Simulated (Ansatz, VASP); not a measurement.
# In3S2 in VASP and in Ansatz

```xyz
10
Lattice="5.9186 0.0000 0.0000 -2.9593 5.1256 0.0000 0.0000 0.0000 8.4154" Properties=species:S:1:pos:R:3 pbc="T T T"
In    0.0000    3.4171    6.3395
In    0.0000    3.4171    2.0758
In    2.9593    1.7085    2.0758
In    2.9593    1.7085    6.3395
In    0.0000    0.0000    5.8679
In    0.0000    0.0000    2.5474
S     0.0000    0.0000    4.2077
S     0.0000    3.4171    0.0000
S     2.9593    1.7085    0.0000
S     0.0000    0.0000    0.0000
```

Alike in both runs: task relaxation of cell and atoms; functional PBE; k mesh 3 × 3 × 2; occupations gaussian, width 0.1 eV; no spin polarisation.

|  | VASP | Ansatz |
| --- | --- | --- |
| version | VASP 6.6.1 | Ansatz 0.2.0 |
| potentials or method | VASP PAW PBE potentials, release 64 (In_d, S), cutoff 600 eV | scalar-relativistic, plane waves, PAW |
| valence electrons in the cell | 102 | 102 |

|  | VASP | Ansatz | Ansatz less VASP |
| --- | --- | --- | --- |
| gap on the k mesh at the Fermi level, each at its own relaxed structure (eV) | none | none | - |
| relaxed volume (Å³/atom) | 27.69 | 27.67 | -0.024 |
| relaxed cell length with the largest relative difference (Å) | 5.434 | 5.431 | -0.0034 |

A gap of «none» marks a metal or a gap that the smearing closes.

The k mesh is coarse, so the values compare programs but aren't converged.
